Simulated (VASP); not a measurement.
Here is a VASP 6.6.1 calculation.

Contents of INCAR:

```
  PREC = Accurate
  ENCUT = 520
  EDIFF = 1E-6
  ISMEAR = 0
  SIGMA = 0.05
  LREAL = False
  LASPH = True
  NELM = 60
  ALGO = Normal
  ISIF = 2
  LWAVE = False
  LCHARG = True
  GGA = PS
  LELF = True
  LVHAR = True
  NBANDS = 15
```

KPOINTS

```
Automatic mesh
0
Gamma
  6 6 6
```

The input POSCAR:

```
KBr
1.0
    0.0000000000      3.2953465764      3.2953465764
    3.2748785852      0.0204679912      3.2748785852
    3.2748785852      3.2748785852      0.0204679912
K Br
1 1
Direct
    0.0000000000      0.0000000000      0.0000000000
    0.5000000000      0.5000000000      0.5000000000
```

Potentials or basis: VASP PAW PBE potentials, release 64 (K_sv, Br).

The run is started by

```bash
$ cat potpaw_PBE.64/K_sv/POTCAR potpaw_PBE.64/Br/POTCAR > POTCAR
$ mpirun -np 1 vasp_std > vasp.out
```

Task: What does it give for the band gap on the k mesh?

Result: 4.32 eV, direct.

Task: Estimate the pressure.

Result: 0.1 GPa.

Stress tensor (GPa, compression positive):
```
 0.06  0.00  0.00
 0.00  0.06 -0.06
 0.00 -0.06  0.06
```

Caveat: the cell differs from its parent crystal (strain +0.0125 x Voigt [0, 0, 0, 1, 0, 0]); the PAW data sets were made with another functional, which shifts forces and pressure a little.
